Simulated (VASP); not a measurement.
A run of VASP 6.6.1:

INCAR

```
  PREC = Accurate
  ENCUT = 520
  EDIFF = 1E-7
  ISMEAR = -1
  SIGMA = 0.1
  LREAL = F
  LASPH = T
  NELM = 80
  ALGO = Normal
  ISIF = 2
  LWAVE = F
  LCHARG = T
  GGA = PE
  LELF = T
  LVHAR = T
  NBANDS = 15
```

KPOINTS

```
regular mesh
0
Gamma
  11 11 11
```

POSCAR

```
ZrC
1.0
    0.0000000000      2.3547983573      2.3547983573
    2.3547983573      0.0000000000      2.3547983573
    2.3547983573      2.3547983573      0.0000000000
Zr C
1 1
Direct
    0.5000000000      0.5000000000      0.5000000000
    0.0000000000      0.0000000000      0.0000000000
```

Potentials or basis: VASP PAW PBE potentials, release 64 (Zr_sv, C).

Run with:

```sh
$ cat potpaw_PBE.64/Zr_sv/POTCAR potpaw_PBE.64/C/POTCAR > POTCAR
$ mpirun -np 1 vasp_std > vasp.out
```

Hardware: 1 thread of Intel(R) Xeon(R) Platinum 8259CL CPU @ 2.50GHz (Skylake/Cascade Lake), with other jobs on the host.

**Question.** How long does it take, and how much memory?

**Answer.** It took 24 s on 1 thread of Intel(R) Xeon(R) Platinum 8259CL CPU @ 2.50GHz (Skylake/Cascade Lake), on a shared host, peak memory 0.17 GiB. Counts: scf iterations 14, k points 56.
